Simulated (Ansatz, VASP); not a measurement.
**One calculation of B4WC, two programs**

```
B W C
1.0
     0.00000    2.85884    2.85884
     2.85884    0.00000    2.85884
     2.85884    2.85884    0.00000
B W C
4 1 1
Direct
  0.37500 0.87500 0.37500
  0.37500 0.37500 0.87500
  0.37500 0.37500 0.37500
  0.87500 0.37500 0.37500
  0.00000 0.00000 0.00000
  0.75000 0.75000 0.75000
```

Alike in both runs: task relaxation of cell and atoms; functional PBE; k mesh 6 × 6 × 6; occupations gaussian, width 0.1 eV; no spin polarisation.

|  | VASP | Ansatz |
| --- | --- | --- |
| version | VASP 6.6.1 | Ansatz 0.2.0 |
| potentials or method | VASP PAW PBE potentials, release 64 (B, W_sv, C), cutoff 600 eV | scalar-relativistic, plane waves, PAW |
| valence electrons in the cell | 30 | 30 |

```csv
,VASP,Ansatz,Ansatz less VASP
"gap on the k mesh at the Fermi level, each at its own relaxed structure (eV)",none,none,-
relaxed volume (Å³/atom),7.66,7.66,+0.002
relaxed length of the cell vector where the two differ most in proportion (Å),4.020,4.020,+0.0004
```

A gap of «none» marks a metal or a gap that the smearing closes.

Spin-orbit coupling is off throughout.
